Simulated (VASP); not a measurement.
# SnSe (Fm-3m) in VASP: notebook

Runs on SnSe. Level: PBEsol. Tasks: single point, relaxation of cell and atoms.

Everything below comes from runs of VASP 6.6.1. Logs are shortened: lines on timing, memory, paths and dates and some standing lists are left out, and cuts for length are marked.

### 1 The cell of the first run

It takes space group Fm-3m (No. 225, cubic). The conventional cell has a = 5.939 Å, b = 5.939 Å, c = 5.939 Å, α = 90.00°, β = 90.00°, γ = 90.00°. Sn (site symmetry m-3m) has 6 Se at 2.97 Å within 3.9 Å. Se (site symmetry m-3m) has 6 Sn at 2.97 Å within 3.9 Å.

### 2 Single point, PBEsol

INCAR reads:

```
SYSTEM = SnSe
  PREC = Accurate
  ENCUT = 520
  EDIFF = 1E-7
  ISMEAR = -1
  SIGMA = 0.01
  LREAL = .FALSE.
  LASPH = .TRUE.
  NELM = 60
  ALGO = Normal
  ISIF = 2
  LWAVE = .FALSE.
  LCHARG = .FALSE.
  GGA = PS
  NBANDS = 17
```

KPOINTS reads:

```
Automatic mesh
0
G
  5 5 5
  0 0 0
```

POSCAR reads:

```
SnSe
1.0
    0.0000000000      2.9696768802      2.9696768802
    2.9696768802      0.0000000000      2.9696768802
    2.9696768802      2.9696768802      0.0000000000
Sn Se
1 1
Direct
    0.0000000000      0.0000000000      0.0000000000
    0.5000000000      0.5000000000      0.5000000000
```

Potentials or basis: VASP PAW PBE potentials, release 64 (Sn_d, Se).

Run with:

```console
$ cat potpaw_PBE.64/Sn_d/POTCAR potpaw_PBE.64/Se/POTCAR > POTCAR
$ mpirun -np 1 vasp_std > vasp.out
```

OUTCAR:

```text
SYSTEM = SnSe
   PREC = Accurate
   ENCUT = 520
   EDIFF = 1E-7
   ISMEAR = -1
   LREAL = .FALSE.
   LASPH = .TRUE.
   NELM = 60
   ISIF = 2
   GGA = PS

 ion  position               nearest neighbor table
   1  0.000  0.000  0.000-   2 2.97   2 2.97   2 2.97   2 2.97   2 2.97   2 2.97
   2  0.500  0.500  0.500-   1 2.97   1 2.97   1 2.97   1 2.97   1 2.97   1 2.97

  LATTYP: Found a face centered cubic cell.
 ALAT       =     5.9393537604

  Lattice vectors:

 A1 = (   0.0000000000,   2.9696768802,   2.9696768802)
 A2 = (   2.9696768802,   0.0000000000,   2.9696768802)
 A3 = (   2.9696768802,   2.9696768802,   0.0000000000)

Analysis of symmetry for initial positions (statically):
=====================================================================
 Subroutine PRICEL returns:
 Original cell was already a primitive cell.

 Routine SETGRP: Setting up the symmetry group for a
 face centered cubic supercell.

 Subroutine GETGRP returns: Found 48 space group operations
 (whereof 48 operations were pure point group operations)
 out of a pool of 48 trial point group operations.

The static configuration has the point symmetry O_h .

Analysis of symmetry for dynamics (positions and initial velocities):
=====================================================================
 Subroutine PRICEL returns:
 Original cell was already a primitive cell.

 Routine SETGRP: Setting up the symmetry group for a
 face centered cubic supercell.

 Subroutine GETGRP returns: Found 48 space group operations
 (whereof 48 operations were pure point group operations)
 out of a pool of 48 trial point group operations.

The dynamic configuration has the point symmetry O_h .

 Subroutine INISYM returns: Found 48 space group operations
 (whereof 48 operations are pure point group operations),
 and found     1 'primitive' translations

----------------------------------------------------------------------------------------

                                     Primitive cell

  volume of cell :      52.3790

  direct lattice vectors                    reciprocal lattice vectors
     0.000000000  2.969676880  2.969676880    -0.168368486  0.168368486  0.168368486
     2.969676880  0.000000000  2.969676880     0.168368486 -0.168368486  0.168368486
     2.969676880  2.969676880  0.000000000     0.168368486  0.168368486 -0.168368486

  length of vectors
     4.199757320  4.199757320  4.199757320     0.291622772  0.291622772  0.291622772

  position of ions in fractional coordinates (direct lattice)
     0.000000000  0.000000000  0.000000000
     0.500000000  0.500000000  0.500000000

  ion indices of the primitive-cell ions
   primitive index   ion index
                 1           1
                 2           2

----------------------------------------------------------------------------------------

 KPOINTS: Automatic mesh

Automatic generation of k-mesh.
 Grid dimensions read from file:
 generate k-points for:    5    5    5

 Generating k-lattice:

  Cartesian coordinates                     Fractional coordinates (reciprocal lattice)
    -0.033673697  0.033673697  0.033673697     0.200000000  0.000000000  0.000000000
     0.033673697 -0.033673697  0.033673697     0.000000000  0.200000000  0.000000000
     0.033673697  0.033673697 -0.033673697     0.000000000  0.000000000  0.200000000

  Length of vectors
     0.058324554  0.058324554  0.058324554

  Shift w.r.t. Gamma in fractional coordinates (k-lattice)
     0.000000000  0.000000000  0.000000000

 Subroutine IBZKPT returns following result:
 ===========================================

 Found     10 irreducible k-points:

 Following reciprocal coordinates:
            Coordinates               Weight
  0.000000  0.000000  0.000000      1.000000
  0.200000  0.000000  0.000000      8.000000
  0.400000  0.000000  0.000000      8.000000
  0.200000  0.200000  0.000000      6.000000
  0.400000  0.200000  0.000000     24.000000
 -0.400000  0.200000  0.000000     24.000000
 -0.200000  0.200000  0.000000     12.000000
  0.400000  0.400000  0.000000      6.000000
 -0.400000  0.400000  0.000000     12.000000
 -0.400000  0.400000  0.200000     24.000000
   k-points           NKPTS =     10   k-points in BZ     NKDIM =     10   number of bands    NBANDS=     17
   number of dos      NEDOS =    301   number of ions     NIONS =      2
   total plane-waves  NPLWV =  32768
   dimension x,y,z NGX =    32 NGY =   32 NGZ =   32
   dimension x,y,z NGXF=    64 NGYF=   64 NGZF=   64
   ions per type =               1   1
   NGX,Y,Z   is equivalent  to a cutoff of  12.67, 12.67, 12.67 a.u.
   NGXF,Y,Z  is equivalent  to a cutoff of  25.33, 25.33, 25.33 a.u.
 SYSTEM =  SnSe
   PREC   = accura    normal or accurate (medium, high low for compatibility)
   ISTART =      0    job   : 0-new  1-cont  2-samecut
   ICHARG =      2    charge: 1-file 2-atom 10-const
   ISPIN  =      1    spin polarized calculation?
   LNONCOLLINEAR =      F non collinear calculations
   LSORBIT =      F    spin-orbit coupling
   LASPH  =      T    aspherical Exc in radial PAW
   ENCUT  =  520.0 eV  38.22 Ry    6.18 a.u.   7.81  7.81  7.81*2*pi/ulx,y,z
   NELM   =     60;   NELMIN=  2; NELMDL= -5     # of ELM steps
   EDIFF  = 0.1E-06   stopping-criterion for ELM
   LREAL  =      F    real-space projection
   EDIFFG = 0.1E-05   stopping-criterion for IOM
   NSW    =      0    number of steps for IOM
   IBRION =     -1    ionic relax: 0-MD 1-quasi-New 2-CG
   NFREE  =      0    steps in history (QN), initial steepest desc. (CG)
   ISIF   =      2    stress and relaxation
   ISYM   =      2    0-nonsym 1-usesym 2-fastsym
   POTIM  = 0.5000    time-step for ionic-motion
   TEBEG  =    0.0;   TEEND  =   0.0 temperature during run
   PSTRESS=    0.0 pullay stress
   NELECT =      20.0000    total number of electrons
   NUPDOWN=      -1.0000    fix difference up-down
   EMIN   =  10.00;   EMAX   =-10.00  energy-range for DOS
   EFERMI =   0.00;   METHOD = LEGACY
   ISMEAR =    -1;   SIGMA  =   0.01  broadening in eV -4-tet -1-fermi 0-gaus
   EFERMI_NEDOS =   21; number of points for ismear=-14 and -15
   IALGO  =     38    algorithm
   IMIX   =      4    mixing-type and parameters
     AMIX     =   0.40;   BMIX     =  1.00
     AMIX_MAG =   1.60;   BMIX_MAG =  1.00
  volume/ion in A,a.u.               =      26.19       176.74
  Fermi-wavevector in a.u.,A,eV,Ry     =   1.187679  2.244387 19.192115  1.410581
  Thomas-Fermi vector in A             =   2.323825
   LORBIT       =      0    0 simple, 1 ext, 2 COOP (PROOUT), +10 PAW based schemes
   GGA     = PS    functional components
   LHFCALC =     F    Hartree Fock is set to
   AEXX    =    0.0000 exact exchange contribution
   IVDW    =     0    specifies the selected vdW correction
   LEPSILON=     F    determine dielectric tensor
   LRPA    =     F    only Hartree local field effects (RPA)
 non-spin polarized calculation
  energy-cutoff  :      520.00
  volume of cell :       52.38
 maximum number of plane-waves:      1422
   NGX = 15   NGY = 15   NGZ = 15

 number of electron      20.0000006 magnetization

 Free energy of the ion-electron system (eV)
  ---------------------------------------------------
  ext. energy  EPLUGINS =         0.00000000
  ---------------------------------------------------
  free energy    TOTEN  =        -9.01423707 eV

  energy without entropy =       -9.01423707  energy(sigma->0) =       -9.01423707

 E-fermi :   6.1696     XC(G=0):  -9.9648

 val. band max:        5.8687326280   @ k =  -0.2000   0.2000   0.0000
 cond. band min:       6.6544516930   @ k =  -0.2000   0.2000   0.0000
 fundamental gap:      0.7857190649
 Fermi energy:         6.1696247321

 k-point     1 :       0.0000    0.0000    0.0000
  band No.  band energies     occupation
      1     -15.6039      2.00000
      2     -15.6039      2.00000
      3     -15.6022      2.00000
      4     -15.6022      2.00000
      5     -15.6022      2.00000
      6      -8.2667      2.00000
[... 9 lines left out ...]
     16      11.6502      0.00000
     17      13.8914      0.00000

 k-point     2 :       0.2000    0.0000    0.0000
  band No.  band energies     occupation
      1     -15.6071      2.00000
      2     -15.6071      2.00000
      3     -15.6012      2.00000
      4     -15.5971      2.00000
      5     -15.5971      2.00000
      6      -7.9739      2.00000
[... 9 lines left out ...]
     16      12.5658      0.00000
     17      16.4399      0.00000

 k-point     3 :       0.4000    0.0000    0.0000
  band No.  band energies     occupation
      1     -15.6126      2.00000
      2     -15.6126      2.00000
      3     -15.5998      2.00000
      4     -15.5883      2.00000
      5     -15.5883      2.00000
      6      -7.3660      2.00000
[... 9 lines left out ...]
     16      14.9054      0.00000
     17      17.1219      0.00000

 k-point     4 :       0.2000    0.2000    0.0000
  band No.  band energies     occupation
      1     -15.6135      2.00000
      2     -15.6050      2.00000
      3     -15.6007      2.00000
      4     -15.5950      2.00000
      5     -15.5950      2.00000
      6      -7.8752      2.00000
[... 9 lines left out ...]
     16      14.0490      0.00000
     17      14.6039      0.00000

 k-point     5 :       0.4000    0.2000    0.0000
  band No.  band energies     occupation
      1     -15.6211      2.00000
      2     -15.6037      2.00000
      3     -15.6031      2.00000
      4     -15.5900      2.00000
      5     -15.5867      2.00000
      6      -7.3579      2.00000
[... 9 lines left out ...]
     16      15.9984      0.00000
     17      17.1912      0.00000

 k-point     6 :      -0.4000    0.2000    0.0000
  band No.  band energies     occupation
      1     -15.6194      2.00000
      2     -15.6086      2.00000
      3     -15.5966      2.00000
      4     -15.5905      2.00000
      5     -15.5870      2.00000
      6      -7.1030      2.00000
[... 9 lines left out ...]
     16      14.8898      0.00000
     17      17.7887      0.00000

 k-point     7 :      -0.2000    0.2000    0.0000
  band No.  band energies     occupation
      1     -15.6109      2.00000
      2     -15.6096      2.00000
      3     -15.5993      2.00000
      4     -15.5944      2.00000
      5     -15.5908      2.00000
      6      -7.5606      2.00000
[... 9 lines left out ...]
     16      15.3700      0.00000
     17      15.7658      0.00000

 k-point     8 :       0.4000    0.4000    0.0000
  band No.  band energies     occupation
      1     -15.6357      2.00000
      2     -15.6095      2.00000
      3     -15.5956      2.00000
      4     -15.5829      2.00000
      5     -15.5829      2.00000
      6      -7.0781      2.00000
[... 9 lines left out ...]
     16      17.4642      0.00000
     17      18.2641      0.00000

 k-point     9 :      -0.4000    0.4000    0.0000
  band No.  band energies     occupation
      1     -15.6337      2.00000
      2     -15.6051      2.00000
      3     -15.5990      2.00000
      4     -15.5846      2.00000
      5     -15.5827      2.00000
      6      -6.9086      2.00000
[... 9 lines left out ...]
     16      16.4124      0.00000
     17      18.2254      0.00000

 k-point    10 :      -0.4000    0.4000    0.2000
  band No.  band energies     occupation
      1     -15.6268      2.00000
      2     -15.6035      2.00000
      3     -15.6000      2.00000
      4     -15.5906      2.00000
      5     -15.5831      2.00000
      6      -6.9892      2.00000
[... 9 lines left out ...]
     16      17.2205      0.00000
     17      17.2547      0.00000

------------------------ aborting loop because EDIFF is reached ----------------------------------------

  FORCE on cell =-STRESS in cart. coord.  units (eV):
  Direction    XX          YY          ZZ          XY          YZ          ZX
  --------------------------------------------------------------------------------------
  -------------------------------------------------------------------------------------
  Total        0.0056168      0.0056168      0.0056168      0.0000000      0.0000000      0.0000000
  in kB        0.1718078      0.1718078      0.1718078      0.0000000      0.0000000      0.0000000
  external PRESSURE =       0.1718078 kB  Pullay stress =       0.0000000 kB

 VOLUME and BASIS-vectors are now :
 -----------------------------------------------------------------------------
  energy-cutoff  :      520.00
  volume of cell :       52.38
      direct lattice vectors                 reciprocal lattice vectors
     0.000000000  2.969676880  2.969676880    -0.168368486  0.168368486  0.168368486
     2.969676880  0.000000000  2.969676880     0.168368486 -0.168368486  0.168368486
     2.969676880  2.969676880  0.000000000     0.168368486  0.168368486 -0.168368486

 POSITION                                       TOTAL-FORCE (eV/Angst)
 -----------------------------------------------------------------------------------
      0.00000      0.00000      0.00000        -0.000000     -0.000000     -0.000000
      2.96968      2.96968      2.96968         0.000000      0.000000      0.000000
 -----------------------------------------------------------------------------------
    total drift:                                0.000000     -0.000000     -0.000000

  FREE ENERGIE OF THE ION-ELECTRON SYSTEM (eV)
  ---------------------------------------------------
  free  energy   TOTEN  =        -9.0142370681 eV

  energy  without entropy=       -9.0142370681  energy(sigma->0) =       -9.01423707
```

It took 11 s on 1 thread of Intel Xeon 8259CL, shared host; peak memory 0.18 GiB.

Results:

```yaml
Free_energy: -9.0142 eV
Pressure: 0.0 GPa
```

Caveat: this odd mesh misses L, where the gap lies, so gap, dielectric constants and Born charges aren't listed; the PAW data sets were made with another functional, which shifts forces and pressure a little; spin-orbit coupling is left out, which moves the levels of the heavy elements.

### 3 Relaxation of cell and atoms, PBEsol

This run uses another cell than the first one, of 27.27 Å³/atom, 1.041 times its volume.

INCAR reads:

```
PREC = Accurate ; ENCUT = 600
EDIFF = 1E-7 ; ISMEAR = -1
SIGMA = 0.01 ; LREAL = F
LASPH = T ; NELM = 100
ALGO = Normal ; ISIF = 3
LWAVE = F ; LCHARG = F
GGA = PS ; IBRION = 2
NSW = 80 ; EDIFFG = -0.02
```

KPOINTS reads:

```
Automatic mesh
0
Gamma
  5 5 5
```

POSCAR reads:

```
SnSe
1.0
    0.0000000000      3.0100000000      3.0100000000
    3.0100000000      0.0000000000      3.0100000000
    3.0100000000      3.0100000000      0.0000000000
Sn Se
1 1
Direct
    0.0000000000      0.0000000000      0.0000000000
    0.5000000000      0.5000000000      0.5000000000
```

Potentials or basis: VASP PAW PBE potentials, release 64 (Sn_d, Se).

Run with:

```console
$ cat potpaw_PBE.64/Sn_d/POTCAR potpaw_PBE.64/Se/POTCAR > POTCAR
$ mpirun -np 1 vasp_std > vasp.out
```

It took 55 s on 1 thread of Intel Xeon 8259CL, shared host; peak memory 0.21 GiB.

Results (log left out):

- Free energy: -9.0147 eV
- Relaxed volume: 26.22 Å³/atom
- Relaxed cell: a = 4.201 Å, b = 4.201 Å, c = 4.201 Å, α = 60.00°, β = 60.00°, γ = 60.00°
- Space group after relaxing (to 0.05 Å): Fm-3m (No. 225)
- Energy gained by relaxing: 7.0 meV/atom
- Ionic steps: 3
- Pressure after relaxing: 0.0 GPa

Step by step:
```tsv
step	energy change (eV)	largest force (eV/Å)	pressure (GPa)	volume (Å³)
1	0.0000	0.0000	-2.07	54.54
2	-0.0127	0.0000	0.70	51.81
3	-0.0140	0.0000	0.00	52.44
```

Final structure:
```
Sn Se
1.0
     0.00000    2.97074    2.97074
     2.97074    0.00000    2.97074
     2.97074    2.97074    0.00000
Sn Se
1 1
Direct
  0.00000 0.00000 0.00000
  0.50000 0.50000 0.50000
```

Levels at points of the mesh, in eV from the Fermi level:
| k point | band 8 | band 9 | band 10 | band 11 | band 12 | band 13 |
| --- | --- | --- | --- | --- | --- | --- |
| (0.00, 0.00, 0.00) | -2.55 | -2.55 | -2.55 | 4.17 | 4.17 | 4.17 |

Caveat: this odd mesh misses L, where the gap lies, so gap, dielectric constants and Born charges aren't listed; the PAW data sets were made with another functional, which shifts forces and pressure a little; spin-orbit coupling is left out, which moves the levels of the heavy elements.

### 4 Relaxation of cell and atoms, PBEsol, target pressure 15 GPa, at which the enthalpy is minimised

This run uses another cell than the first one, of 27.27 Å³/atom, 1.041 times its volume.

INCAR reads:

```
SYSTEM = SnSe
ALGO = Normal
EDIFF = 1E-6
EDIFFG = -0.02
ENCUT = 600
GGA = PS
IBRION = 2
ISIF = 3
ISMEAR = -1
LASPH = .True.
LCHARG = .False.
LREAL = .False.
LWAVE = .False.
NELM = 80
NSW = 80
PREC = Accurate
PSTRESS = 150.0
SIGMA = 0.01
```

KPOINTS reads:

```
k-points
0
Gamma
  5 5 5
  0 0 0
```

POSCAR is that of step 3.

Run with:

```console
$ cat potpaw_PBE.64/Sn_d/POTCAR potpaw_PBE.64/Se/POTCAR > POTCAR
$ mpirun -np 1 vasp_std > vasp.out
```

Wall time 1.8 min (1 thread of Intel Xeon 8259CL, shared host); peak memory 0.21 GiB.

It converged, with:

```yaml
Free_energy: -8.6546 eV
Relaxed_volume: 21.80 Å³/atom
Relaxed_cell: a = 3.951 Å, b = 3.951 Å, c = 3.951 Å, α = 60.00°, β = 60.00°, γ = 60.00°
Space_group_after_relaxing_to_0.05_Å: Fm-3m (No. 225)
Energy_change_on_relaxing_the_enthalpy_is_what_falls: +173.0 meV/atom
Ionic_steps: 7
Pressure_after_relaxing: 15.0 GPa
```

The path:
```
step  energy change (eV)  largest force (eV/Å)  pressure (GPa)  volume (Å³)
   1              0.0000                0.0000           -2.07        54.54
   2              2.0939                0.0000           55.77        34.67
   3              0.3128                0.0000           14.12        43.97
   4              0.3368                0.0000           14.73        43.70
   5              0.3556                0.0000           15.22        43.50
   6              0.3396                0.0000           14.85        43.67
   7              0.3461                0.0000           15.01        43.60
```

Final structure:
```xyz
2
Lattice="0.0000 2.7936 2.7936 2.7936 0.0000 2.7936 2.7936 2.7936 0.0000" Properties=species:S:1:pos:R:3 pbc="T T T"
Sn    0.0000    0.0000    0.0000
Se    2.7936    2.7936    2.7936
```

Levels at points of the mesh, in eV from the Fermi level:
```
           k point  band 7  band 8  band 9  band 10  band 11  band 12  band 13  band 14
(0.00, 0.00, 0.00)   -4.87   -3.53   -3.53    -3.53     4.51     4.51     4.51     4.87
```

Caveat: this odd mesh misses L, where the gap lies, so gap, dielectric constants and Born charges aren't listed; the cell is relaxed towards a set pressure, so the enthalpy falls and the energy may rise; the volume moved by over 15 % at a fixed basis, so the end points are rough; the PAW data sets were made with another functional, which shifts forces and pressure a little; spin-orbit coupling is left out, which moves the levels of the heavy elements.

(Part 1 of 2 ends here.)
